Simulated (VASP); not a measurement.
# Ge (P6_3/mmc) in VASP: notebook, part 2 of 2

VASP 6.6.1. The steps go on from the part before.

### 4 Single point, PBE (strain along c alone, the other axes held: -3.0 %, then relaxed in part)

File INCAR:

```
PREC = Accurate
ENCUT = 520
EDIFF = 1E-7
ISMEAR = 0
SIGMA = 0.1
LREAL = False
LASPH = True
NELM = 100
ALGO = Normal
ISIF = 2
LWAVE = False
LCHARG = False
GGA = PE
NBANDS = 36
```

File KPOINTS:

```
Automatic mesh
0
Gamma
  12 12 8
```

File POSCAR:

```
Ge
1.0
    4.0581567077      0.0000000000      0.0000000000
   -2.0290783538      3.5144668014      0.0000000000
    0.0000000000      0.0000000000      6.4917523474
Ge
4
Direct
    0.6666666667      0.3333333333      0.0607637692
    0.3333333333      0.6666666667      0.5607637692
    0.6666666667      0.3333333333      0.4392362308
    0.3333333333      0.6666666667      0.9392362308
```

Run with:

```console
> cat potpaw_PBE.64/Ge_d/POTCAR > POTCAR
> mpirun -np 1 vasp_std > vasp.out
```

Wall time 4.1 min (1 thread of AMD EPYC 7R13, shared host); peak memory 0.32 GiB.

Results (log left out):

- Free energy: -17.9617 eV
- Pressure: 2.0 GPa
- Band gap on the k mesh: zero (bands 28 and 29 overlap by 0.25 eV)

Stress tensor (GPa, compression positive):
```
0.61 0.00 0.00
0.00 0.61 0.00
0.00 0.00 4.70
```

Levels at points of the mesh, in eV from the Fermi level:
```tsv
k point	band 24	band 25	band 26	band 27	band 28	band 29	band 30	band 31	band 32	band 33
(0.00, 0.00, 0.00)	-1.59	-1.59	-0.43	-0.03	0.04	0.10	0.10	2.18	2.18	3.01
(0.50, 0.00, 0.00)	-6.59	-4.45	-3.09	-2.69	-1.38	0.43	1.73	3.74	3.79	4.66
(0.00, 0.00, 0.50)	-4.58	-0.93	-0.93	-0.93	-0.93	0.43	0.43	3.31	3.31	3.31
(0.50, 0.00, 0.50)	-7.77	-2.41	-2.41	-2.32	-2.32	0.63	0.63	2.21	2.21	6.22
```

Caveat: the cell differs from its parent crystal (strain along c alone, the other axes held: -3.0 %, then relaxed in part); semilocal functionals underestimate gaps, so a narrow gap can read as zero.

### 5 Single point, PBE (strain along c alone, the other axes held: -1.5 %, then relaxed in part)

File INCAR:

```
PREC = Accurate ; ENCUT = 520
EDIFF = 1E-6 ; ISMEAR = 0
SIGMA = 0.1 ; LREAL = F
LASPH = T ; NELM = 80
ALGO = Normal ; ISIF = 2
LWAVE = F ; LCHARG = F
GGA = PE ; NBANDS = 36
```

File KPOINTS:

```
regular mesh
0
Gamma
  12 12 8
```

File POSCAR:

```
Ge
1.0
    4.0581567077      0.0000000000      0.0000000000
   -2.0290783538      3.5144668014      0.0000000000
    0.0000000000      0.0000000000      6.5921402703
Ge
4
Direct
    0.6666666667      0.3333333333      0.0618081667
    0.3333333333      0.6666666667      0.5618081667
    0.6666666667      0.3333333333      0.4381918333
    0.3333333333      0.6666666667      0.9381918333
```

Potentials or basis: VASP PAW PBE potentials, release 64 (Ge_d).

Run with:

```console
> cat potpaw_PBE.64/Ge_d/POTCAR > POTCAR
> mpirun -np 1 vasp_std > vasp.out
```

OUTCAR:

```text
PREC = Accurate
   ENCUT = 520
   EDIFF = 1E-6
   ISMEAR = 0
   LREAL = F
   LASPH = T
   NELM = 80
   ISIF = 2
   GGA = PE

 ion  position               nearest neighbor table
   1  0.667  0.333  0.062-   4 2.48   4 2.48   4 2.48   3 2.48
   2  0.333  0.667  0.562-   3 2.48   3 2.48   3 2.48   4 2.48
   3  0.667  0.333  0.438-   2 2.48   2 2.48   2 2.48   1 2.48
   4  0.333  0.667  0.938-   1 2.48   1 2.48   1 2.48   2 2.48

  LATTYP: Found a hexagonal cell.
 ALAT       =     4.0581567077
[... 1134 lines left out ...]

  FORCE on cell =-STRESS in cart. coord.  units (eV):
  Direction    XX          YY          ZZ          XY          YZ          ZX
  --------------------------------------------------------------------------------------
  -------------------------------------------------------------------------------------
  Total        0.1533518      0.1533518      1.2940946      0.0000000      0.0000000      0.0000000
  in kB        2.6132736      2.6132736     22.0527068      0.0000000      0.0000000      0.0000000
  external PRESSURE =       9.0930846 kB  Pullay stress =       0.0000000 kB

 VOLUME and BASIS-vectors are now :
 -----------------------------------------------------------------------------
  energy-cutoff  :      520.00
  volume of cell :       94.02
      direct lattice vectors                 reciprocal lattice vectors
     4.058156708  0.000000000  0.000000000     0.246417295  0.142269092  0.000000000
    -2.029078354  3.514466801  0.000000000     0.000000000  0.284538184  0.000000000
     0.000000000  0.000000000  6.592140270     0.000000000  0.000000000  0.151695801

 POSITION                                       TOTAL-FORCE (eV/Angst)
 -----------------------------------------------------------------------------------
      2.02908      1.17149      0.40745        -0.000000     -0.000000      0.006768
     -0.00000      2.34298      3.70352        -0.000000      0.000000      0.006768
      2.02908      1.17149      2.88862         0.000000     -0.000000     -0.006768
     -0.00000      2.34298      6.18469        -0.000000      0.000000     -0.006768
 -----------------------------------------------------------------------------------
    total drift:                                0.000000     -0.000000      0.000000

  FREE ENERGIE OF THE ION-ELECTRON SYSTEM (eV)
  ---------------------------------------------------
  free  energy   TOTEN  =       -17.9927795915 eV

  energy  without entropy=      -17.9921615462  energy(sigma->0) =      -17.99247057
```

Wall time 4 min (1 thread of AMD EPYC 7R13, shared host); peak memory 0.32 GiB.

Results:

* Free energy: -17.9928 eV
* Pressure: 0.9 GPa
* Largest force: 0.007 eV/Å
* Band gap on the k mesh: zero (bands 28 and 29 overlap by 0.10 eV)

Forces in eV/Å, atoms in the order of the input:
```
Ge   0.000  0.000  0.007
Ge   0.000  0.000  0.007
Ge   0.000  0.000 -0.007
Ge   0.000  0.000 -0.007
```

Caveat: the cell differs from its parent crystal (strain along c alone, the other axes held: -1.5 %, then relaxed in part); semilocal functionals underestimate gaps, so a narrow gap can read as zero.

### 6 The runs side by side

| cell | k mesh | gap on the mesh (eV) | pressure (GPa) | largest force (eV/Å) |
| --- | --- | --- | --- | --- |
| a = 3.937, b = 3.937, c = 7.094 Å, angles 90.0, 90.0, 120.0°, 4 atoms, atomic positions A | 12 × 12 × 6 | 0.07 | 1.6 | 0.97 |
| a = 4.058, b = 4.058, c = 6.391 Å, angles 90.0, 90.0, 120.0°, 4 atoms, atomic positions B | 12 × 12 × 8 | none | 3.1 | - |
| a = 4.058, b = 4.058, c = 6.492 Å, angles 90.0, 90.0, 120.0°, 4 atoms, atomic positions C | 12 × 12 × 8 | none | 2.0 | - |
| a = 4.058, b = 4.058, c = 6.592 Å, angles 90.0, 90.0, 120.0°, 4 atoms, atomic positions D | 12 × 12 × 8 | none | 0.9 | 0.01 |

Alike in all rows: task single point; level PBE; potentials or basis VASP PAW PBE potentials, release 64 (Ge_d); no spin polarisation; cutoff (eV) 520; smearing gaussian 0.1 eV.

Caveats: semilocal functionals underestimate gaps, so a narrow gap can read as zero (at least some runs); the cell stands under pressure (at least some runs).

Total energies depend on the potentials used, so only differences within one code and one set of settings carry meaning.
